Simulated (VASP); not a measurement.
## AlCo3: single point with PBEsol

The system is AlCo3.

```
Al Co
1.0
     6.75568    0.00000    0.00000
     0.00000    6.75568    0.00000
     0.00000    0.00000    6.75568
Al Co
1 3
Direct
  0.00000 0.00000 0.00000
  0.50000 0.50000 0.00000
  0.50000 0.00000 0.50000
  0.00000 0.50000 0.50000
```

```
Program             : VASP 6.6.1
Task                : single point
Functional          : PBEsol
Potentials or basis : VASP PAW PBE potentials, release 64 (Al, Co)
Cutoff              : 520 eV
k mesh              : 4 × 4 × 4
Occupations         : gaussian, width 0.1 eV
Spin                : collinear spin, ferromagnetic start
Starting moments    : [0.0, 1.48, 1.48, 1.48] μB
```

- Pressure: -2.3 GPa
- Band gap on the k mesh: zero (filled and empty bands overlap)
- Net moment: 8.00 μB per cell
- Site moments: Al -0.03; Co +2.48 μB
- Valence electrons inside the program's atomic spheres: Al 0.71; Co 7.56

Levels at points of the mesh, in eV from the Fermi level:
Spin up:
| k point | band 15 | band 16 | band 17 | band 18 | band 19 | band 20 | band 21 | band 22 | band 23 | band 24 |
| --- | --- | --- | --- | --- | --- | --- | --- | --- | --- | --- |
| (0.00, 0.00, 0.00) | -2.01 | -2.01 | -1.72 | -0.26 | -0.26 | 0.67 | 0.67 | 0.67 | 2.93 | 2.93 |
| (0.50, 0.00, 0.00) | -2.02 | -2.01 | -1.76 | -0.94 | -0.17 | 0.93 | 0.93 | 1.44 | 2.46 | 2.46 |
| (0.50, 0.50, 0.00) | -2.00 | -2.00 | -1.17 | -1.17 | -1.05 | 1.11 | 1.18 | 1.18 | 1.95 | 2.67 |
| (0.50, 0.50, 0.50) | -2.00 | -2.00 | -0.85 | -0.85 | -0.85 | 0.25 | 0.25 | 0.25 | 1.36 | 3.53 |
Spin down:
```csv
k point,band 7,band 8,band 9,band 10,band 11,band 12,band 13,band 14
"(0.00, 0.00, 0.00)",-0.55,-0.55,-0.07,-0.07,0.02,0.02,0.02,0.12
"(0.50, 0.00, 0.00)",-0.58,-0.55,-0.26,0.02,0.03,0.03,0.07,0.07
"(0.50, 0.50, 0.00)",-0.59,-0.54,-0.52,-0.38,0.03,0.03,0.05,0.06
"(0.50, 0.50, 0.50)",-0.52,-0.34,-0.34,-0.34,0.04,0.04,0.04,0.15
```

It took 2.5 min on 1 thread of AMD EPYC 9R45 96-Core Processor (Zen 5), on a shared host, peak memory 0.48 GiB.

Caveat: the PAW data sets were made with another functional, which shifts forces and pressure a little.
